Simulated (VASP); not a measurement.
# AlGaN2 (P-4m2) in VASP: notebook

Runs on AlGaN2. Level: LDA. Tasks: single point.

Everything below comes from runs of VASP 6.6.1. Logs are shortened: lines on timing, memory, paths and dates and some standing lists are left out, and cuts for length are marked.

### Step 1. The cell of the first run

The structure is tetragonal, space group P-4m2 (No. 115). The conventional cell has a = 3.094 Å, b = 3.094 Å, c = 4.357 Å, α = 90.00°, β = 90.00°, γ = 90.00°. Within 2.5 Å of Al (site symmetry -4m2) lie 4 N at 1.86 Å. Within 2.5 Å of Ga (site symmetry -4m2) lie 4 N at 1.92 Å. Within 2.5 Å of N (site symmetry 2mm) lie 2 Al at 1.86 Å and 2 Ga at 1.92 Å.

### Step 2. Single point, LDA (strain -0.015 along x and y, -0.015 along z)

Input file INCAR:

```
SYSTEM = AlGaN2
  ALGO = Normal
  EDIFF = 1E-6
  ENCUT = 520
  GGA = CA
  ISIF = 2
  ISMEAR = 0
  LASPH = .TRUE.
  LCHARG = .TRUE.
  LELF = .TRUE.
  LREAL = .FALSE.
  LVHAR = .TRUE.
  LWAVE = .FALSE.
  NBANDS = 21
  NELM = 100
  PREC = Accurate
  SIGMA = 0.05
```

Input file KPOINTS:

```
k-points
0
G
  8 8 6
  0 0 0
```

Input file POSCAR:

```
AlGaN2
1.0
    3.0937638930      0.0000000000      0.0000000000
    0.0000000000      3.0937638930      0.0000000000
    0.0000000000      0.0000000000      4.3574803709
Al Ga N
1 1 2
Direct
    0.5000000000      0.5000000000      0.5000000000
    0.0000000000      0.0000000000      0.0000000000
    0.5000000000      0.0000000000      0.7382648100
    0.0000000000      0.5000000000      0.2617351900
```

Potentials or basis: VASP PAW LDA potentials, release 64 (Al, Ga_d, N).

Launch:

```
$ cat potpaw_LDA.64/Al/POTCAR potpaw_LDA.64/Ga_d/POTCAR potpaw_LDA.64/N/POTCAR > POTCAR
$ mpirun -np 1 vasp_std > vasp.out
```

OUTCAR:

```text
SYSTEM = AlGaN2
   EDIFF = 1E-6
   ENCUT = 520
   GGA = CA
   ISIF = 2
   ISMEAR = 0
   LASPH = .TRUE.
   LREAL = .FALSE.
   NELM = 100
   PREC = Accurate

 ion  position               nearest neighbor table
   1  0.500  0.500  0.500-   3 1.86   4 1.86   3 1.86   4 1.86   2 3.09   2 3.09   2 3.09   2 3.09
                             2 3.09   2 3.09   2 3.09   2 3.09
   2  0.000  0.000  0.000-   3 1.92   4 1.92   4 1.92   3 1.92   1 3.09   1 3.09   1 3.09   1 3.09
                             1 3.09   1 3.09   1 3.09   1 3.09
   3  0.500  0.000  0.738-   1 1.86   1 1.86   2 1.92   2 1.92
   4  0.000  0.500  0.262-   1 1.86   1 1.86   2 1.92   2 1.92

  LATTYP: Found a simple tetragonal cell.
 ALAT       =     3.0937638930
 C/A-ratio  =     1.4084721787

  Lattice vectors:

 A1 = (   3.0937638930,   0.0000000000,   0.0000000000)
 A2 = (   0.0000000000,   3.0937638930,   0.0000000000)
 A3 = (   0.0000000000,   0.0000000000,   4.3574803709)

Analysis of symmetry for initial positions (statically):
=====================================================================
 Subroutine PRICEL returns:
 Original cell was already a primitive cell.

 Routine SETGRP: Setting up the symmetry group for a
 simple tetragonal supercell.

 Subroutine GETGRP returns: Found  8 space group operations
 (whereof  8 operations were pure point group operations)
 out of a pool of 16 trial point group operations.

The static configuration has the point symmetry D_2d.

Analysis of symmetry for dynamics (positions and initial velocities):
=====================================================================
 Subroutine PRICEL returns:
 Original cell was already a primitive cell.

 Routine SETGRP: Setting up the symmetry group for a
 simple tetragonal supercell.

 Subroutine GETGRP returns: Found  8 space group operations
 (whereof  8 operations were pure point group operations)
 out of a pool of 16 trial point group operations.

The dynamic configuration has the point symmetry D_2d.

 Subroutine INISYM returns: Found  8 space group operations
 (whereof  8 operations are pure point group operations),
 and found     1 'primitive' translations

----------------------------------------------------------------------------------------

                                     Primitive cell

  volume of cell :      41.7071

  direct lattice vectors                    reciprocal lattice vectors
     3.093763893  0.000000000  0.000000000     0.323230872  0.000000000  0.000000000
     0.000000000  3.093763893  0.000000000     0.000000000  0.323230872  0.000000000
     0.000000000  0.000000000  4.357480371     0.000000000  0.000000000  0.229490420

  length of vectors
     3.093763893  3.093763893  4.357480371     0.323230872  0.323230872  0.229490420

  position of ions in fractional coordinates (direct lattice)
     0.500000000  0.500000000  0.500000000
     0.000000000  0.000000000  0.000000000
     0.500000000  0.000000000  0.738264810
     0.000000000  0.500000000  0.261735190

  ion indices of the primitive-cell ions
   primitive index   ion index
                 1           1
                 2           2
                 3           3
                 4           4

----------------------------------------------------------------------------------------

 KPOINTS: k-points

Automatic generation of k-mesh.
 Grid dimensions read from file:
 generate k-points for:    8    8    6

 Generating k-lattice:

  Cartesian coordinates                     Fractional coordinates (reciprocal lattice)
     0.040403859  0.000000000  0.000000000     0.125000000  0.000000000  0.000000000
     0.000000000  0.040403859  0.000000000     0.000000000  0.125000000  0.000000000
     0.000000000  0.000000000  0.038248403     0.000000000  0.000000000  0.166666667

  Length of vectors
     0.040403859  0.040403859  0.038248403

  Shift w.r.t. Gamma in fractional coordinates (k-lattice)
     0.000000000  0.000000000  0.000000000

 Subroutine IBZKPT returns following result:
 ===========================================

 Found     60 irreducible k-points:

 Following reciprocal coordinates:
            Coordinates               Weight
  0.000000  0.000000  0.000000      1.000000
  0.125000  0.000000  0.000000      4.000000
  0.250000  0.000000  0.000000      4.000000
  0.375000  0.000000  0.000000      4.000000
  0.500000  0.000000  0.000000      2.000000
  0.125000  0.125000  0.000000      4.000000
[... 16 lines left out ...]
  0.375000  0.125000  0.166667     16.000000
  0.500000  0.125000  0.166667      8.000000
 [... further k-points ...]
   k-points           NKPTS =     60   k-points in BZ     NKDIM =     60   number of bands    NBANDS=     21
   number of dos      NEDOS =    301   number of ions     NIONS =      4
   total plane-waves  NPLWV =  18432
   dimension x,y,z NGX =    24 NGY =   24 NGZ =   32
   dimension x,y,z NGXF=    48 NGYF=   48 NGZF=   64
   ions per type =               1   1   2
   NGX,Y,Z   is equivalent  to a cutoff of  12.90, 12.90, 12.21 a.u.
   NGXF,Y,Z  is equivalent  to a cutoff of  25.79, 25.79, 24.42 a.u.
 SYSTEM =  AlGaN2
   PREC   = accura    normal or accurate (medium, high low for compatibility)
   ISTART =      0    job   : 0-new  1-cont  2-samecut
   ICHARG =      2    charge: 1-file 2-atom 10-const
   ISPIN  =      1    spin polarized calculation?
   LNONCOLLINEAR =      F non collinear calculations
   LSORBIT =      F    spin-orbit coupling
   LASPH  =      T    aspherical Exc in radial PAW
   ENCUT  =  520.0 eV  38.22 Ry    6.18 a.u.   5.75  5.75  8.10*2*pi/ulx,y,z
   NELM   =    100;   NELMIN=  2; NELMDL= -5     # of ELM steps
   EDIFF  = 0.1E-05   stopping-criterion for ELM
   LREAL  =      F    real-space projection
   EDIFFG = 0.1E-04   stopping-criterion for IOM
   NSW    =      0    number of steps for IOM
   IBRION =     -1    ionic relax: 0-MD 1-quasi-New 2-CG
   NFREE  =      0    steps in history (QN), initial steepest desc. (CG)
   ISIF   =      2    stress and relaxation
   ISYM   =      2    0-nonsym 1-usesym 2-fastsym
   POTIM  = 0.5000    time-step for ionic-motion
   TEBEG  =    0.0;   TEEND  =   0.0 temperature during run
   PSTRESS=    0.0 pullay stress
   NELECT =      26.0000    total number of electrons
   NUPDOWN=      -1.0000    fix difference up-down
   EMIN   =  10.00;   EMAX   =-10.00  energy-range for DOS
   EFERMI =   0.00;   METHOD = LEGACY
   ISMEAR =     0;   SIGMA  =   0.05  broadening in eV -4-tet -1-fermi 0-gaus
   EFERMI_NEDOS =   21; number of points for ismear=-14 and -15
   IALGO  =     38    algorithm
   IMIX   =      4    mixing-type and parameters
     AMIX     =   0.40;   BMIX     =  1.00
     AMIX_MAG =   1.60;   BMIX_MAG =  1.00
  volume/ion in A,a.u.               =      10.43        70.36
  Fermi-wavevector in a.u.,A,eV,Ry     =   1.398501  2.642783 26.610332  1.955804
  Thomas-Fermi vector in A             =   2.521653
   LORBIT       =      0    0 simple, 1 ext, 2 COOP (PROOUT), +10 PAW based schemes
   GGA     = CA    functional components
   LHFCALC =     F    Hartree Fock is set to
   AEXX    =    0.0000 exact exchange contribution
   IVDW    =     0    specifies the selected vdW correction
   LEPSILON=     F    determine dielectric tensor
   LRPA    =     F    only Hartree local field effects (RPA)
 non-spin polarized calculation
 Gauss-broadening in eV      SIGMA  =   0.05
  energy-cutoff  :      520.00
  volume of cell :       41.71
 maximum number of plane-waves:      1144
 NGX is ok and might be reduce to    24
   NGX = 11   NGY = 11   NGZ = 17

 number of electron      26.0000005 magnetization

 Free energy of the ion-electron system (eV)
  ---------------------------------------------------
  ext. energy  EPLUGINS =         0.00000000
  ---------------------------------------------------
  free energy    TOTEN  =       -30.29777177 eV

  energy without entropy =      -30.29777177  energy(sigma->0) =      -30.29777177

 E-fermi :   6.0919     XC(G=0): -11.9459

 val. band max:        5.8684740860   @ k =   0.0000   0.0000   0.0000
 cond. band min:       9.0748551016   @ k =   0.0000   0.0000   0.0000
 fundamental gap:      3.2063810155
 Fermi energy:         6.0919364864

 k-point     1 :       0.0000    0.0000    0.0000
  band No.  band energies     occupation
      1      -9.8310      2.00000
      2      -8.3026      2.00000
      3      -7.2326      2.00000
      4      -7.2326      2.00000
      5      -7.1870      2.00000
      6      -7.0016      2.00000
[... 13 lines left out ...]
     20      18.8969      0.00000
     21      21.0798      0.00000

 k-point     2 :       0.1250    0.0000    0.0000
  band No.  band energies     occupation
      1      -9.6869      2.00000
      2      -8.3009      2.00000
      3      -7.2462      2.00000
      4      -7.2296      2.00000
      5      -7.1591      2.00000
      6      -7.0146      2.00000
[... 13 lines left out ...]
     20      18.7039      0.00000
     21      20.6085      0.00000

 k-point     3 :       0.2500    0.0000    0.0000
  band No.  band energies     occupation
      1      -9.3014      2.00000
      2      -8.3106      2.00000
      3      -7.2360      2.00000
      4      -7.2223      2.00000
      5      -7.0720      2.00000
      6      -7.0456      2.00000
[... 13 lines left out ...]
     20      18.1605      0.00000
     21      19.5437      0.00000

 k-point     4 :       0.3750    0.0000    0.0000
  band No.  band energies     occupation
      1      -8.8386      2.00000
      2      -8.3573      2.00000
      3      -7.2147      2.00000
      4      -7.1862      2.00000
      5      -7.0764      2.00000
      6      -6.8370      2.00000
[... 13 lines left out ...]
     20      17.9292      0.00000
     21      18.5964      0.00000

 k-point     5 :       0.5000    0.0000    0.0000
  band No.  band energies     occupation
      1      -8.5734      2.00000
      2      -8.4395      2.00000
      3      -7.2115      2.00000
      4      -7.1616      2.00000
      5      -7.0891      2.00000
      6      -6.4559      2.00000
[... 13 lines left out ...]
     20      18.0315      0.00000
     21      18.0749      0.00000

 k-point     6 :       0.1250    0.1250    0.0000
  band No.  band energies     occupation
      1      -9.5477      2.00000
      2      -8.2963      2.00000
      3      -7.2506      2.00000
      4      -7.2265      2.00000
      5      -7.1350      2.00000
      6      -7.0271      2.00000
[... 13 lines left out ...]
     20      18.4969      0.00000
     21      19.3767      0.00000

 k-point     7 :       0.2500    0.1250    0.0000
  band No.  band energies     occupation
      1      -9.1800      2.00000
      2      -8.2980      2.00000
      3      -7.2450      2.00000
      4      -7.1985      2.00000
      5      -7.0803      2.00000
      6      -7.0252      2.00000
[... 13 lines left out ...]
     20      18.1780      0.00000
     21      18.6043      0.00000
[... 291 lines left out ...]
      1      -8.5870      2.00000
      2      -8.4164      2.00000
      3      -7.2131      2.00000
      4      -7.1455      2.00000
      5      -7.0889      2.00000
      6      -6.4450      2.00000
[... 13 lines left out ...]
     20      17.4485      0.00000
     21      17.7470      0.00000

 k-point    21 :       0.1250    0.1250    0.1667
  band No.  band energies     occupation
      1      -9.4353      2.00000
      2      -8.3206      2.00000
      3      -7.2570      2.00000
      4      -7.2133      2.00000
      5      -7.1347      2.00000
      6      -7.0269      2.00000
[... 13 lines left out ...]
     20      17.9938      0.00000
     21      19.6144      0.00000

 k-point    22 :       0.2500    0.1250    0.1667
  band No.  band energies     occupation
      1      -9.0970      2.00000
      2      -8.3130      2.00000
      3      -7.2475      2.00000
      4      -7.1774      2.00000
      5      -7.0787      2.00000
      6      -7.0186      2.00000
[... 13 lines left out ...]
     20      18.1587      0.00000
     21      18.8732      0.00000

 k-point    23 :       0.3750    0.1250    0.1667
  band No.  band energies     occupation
      1      -8.7221      2.00000
      2      -8.3348      2.00000
      3      -7.2269      2.00000
      4      -7.1371      2.00000
      5      -7.1008      2.00000
      6      -6.7393      2.00000
[... 13 lines left out ...]
     20      18.2024      0.00000
     21      18.4798      0.00000

 k-point    24 :       0.5000    0.1250    0.1667
  band No.  band energies     occupation
      1      -8.5395      2.00000
      2      -8.3743      2.00000
      3      -7.2194      2.00000
      4      -7.1195      2.00000
      5      -7.1151      2.00000
      6      -6.3568      2.00000
[... 13 lines left out ...]
     20      18.2458      0.00000
     21      18.2569      0.00000

 [... further k-points ...]
[... 5 lines left out ...]
  --------------------------------------------------------------------------------------
  -------------------------------------------------------------------------------------
  Total        1.3940354      1.3940354      1.3103221      0.0000000      0.0000000     -0.0000000
  in kB       53.5518660     53.5518660     50.3360211      0.0000000      0.0000000     -0.0000000
  external PRESSURE =      52.4799177 kB  Pullay stress =       0.0000000 kB

 VOLUME and BASIS-vectors are now :
 -----------------------------------------------------------------------------
  energy-cutoff  :      520.00
  volume of cell :       41.71
      direct lattice vectors                 reciprocal lattice vectors
     3.093763893  0.000000000  0.000000000     0.323230872  0.000000000  0.000000000
     0.000000000  3.093763893  0.000000000     0.000000000  0.323230872  0.000000000
     0.000000000  0.000000000  4.357480371     0.000000000  0.000000000  0.229490420

 POSITION                                       TOTAL-FORCE (eV/Angst)
 -----------------------------------------------------------------------------------
      1.54688      1.54688      2.17874        -0.000000     -0.000000      0.000000
      0.00000      0.00000      0.00000        -0.000000      0.000000      0.000000
      1.54688      0.00000      3.21697         0.000000      0.000000      0.174261
      0.00000      1.54688      1.14051        -0.000000      0.000000     -0.174261
 -----------------------------------------------------------------------------------
    total drift:                                0.000000      0.000000      0.000000

  FREE ENERGIE OF THE ION-ELECTRON SYSTEM (eV)
  ---------------------------------------------------
  free  energy   TOTEN  =       -30.2977717672 eV

  energy  without entropy=      -30.2977717672  energy(sigma->0) =      -30.29777177
```

Wall time 24 s (1 thread of Intel Xeon 6975P-C, shared host); peak memory 0.17 GiB.

Results:

```yaml
Free_energy: -30.2978 eV
Pressure: 5.2 GPa
Largest_force: 0.174 eV/Å
Band_gap_on_the_k_mesh: 3.21 eV, direct
```

Forces on the atoms (eV/Å):
```
Al   0.000  0.000  0.000
Ga   0.000  0.000  0.000
N    0.000  0.000  0.174
N    0.000  0.000 -0.174
```

Caveat: the cell differs from its parent crystal (strain -0.015 along x and y, -0.015 along z).

(Part 1 of 2 ends here.)
